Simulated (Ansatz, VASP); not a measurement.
HfO2, level by level in two programs

```xyz
12
Lattice="5.1844 0.0000 0.0000 0.0000 4.9712 0.0000 0.0000 0.0000 4.9989" Properties=species:S:1:pos:R:3 pbc="T T T"
Hf    5.0133    3.6415    3.7064
Hf    2.7633    3.6415    1.2069
Hf    2.4211    1.3297    3.7064
Hf    0.1711    1.3297    1.2069
O     3.2772    4.6165    4.3954
O     4.4994    4.6165    1.8959
O     1.2129    2.6839    2.4609
O     1.3793    2.6839    4.9604
O     3.9715    2.2873    4.9604
O     3.8051    2.2873    2.4609
O     0.6850    0.3547    4.3954
O     1.9072    0.3547    1.8959
```

Single points on this cell with VASP 6.6.1 and Ansatz 0.2.0. Each row is one pair of runs. Alike in all rows: spin: off; k mesh: 5 × 6 × 5; smearing: fermi-dirac, width 0.05 eV; VASP's potentials, cutoff: VASP PAW PBE potentials, release 64 (Hf_pv, O), 520 eV; Ansatz's potentials, cutoff: Ansatz PAW, 420 eV.

```csv
level,"gap on the k mesh at the Fermi level (eV), VASP","gap on the k mesh at the Fermi level (eV), Ansatz","least direct gap on the mesh (eV), VASP","least direct gap on the mesh (eV), Ansatz","pressure (GPa), VASP","pressure (GPa), Ansatz"
PBE+D3(BJ),4.51,4.55,4.71,4.75,8.4,11.9
RPBE+D3(BJ),4.59,4.64,4.78,4.82,-6.1,-2.4
PBE+D4,4.51,4.55,4.71,4.75,8.6,12.1
RPBE+D4,4.59,4.64,4.78,4.82,8.9,12.6
```

Gap on the k mesh at the fermi level (eV): the two programs differ by at most 0.047; least direct gap on the mesh (eV): the two programs differ by at most 0.038; pressure (GPa): the two programs differ by at most 3.7.

VASP's potentials hold 88 valence electrons a cell and Ansatz's 152, so a difference there can come from the potentials and not from the codes.

Neither program's run includes spin-orbit coupling. Noted on Ansatz's runs: odd divisions of the mesh miss points on the zone boundary, where band edges often lie, so the gap on the mesh can be too wide.
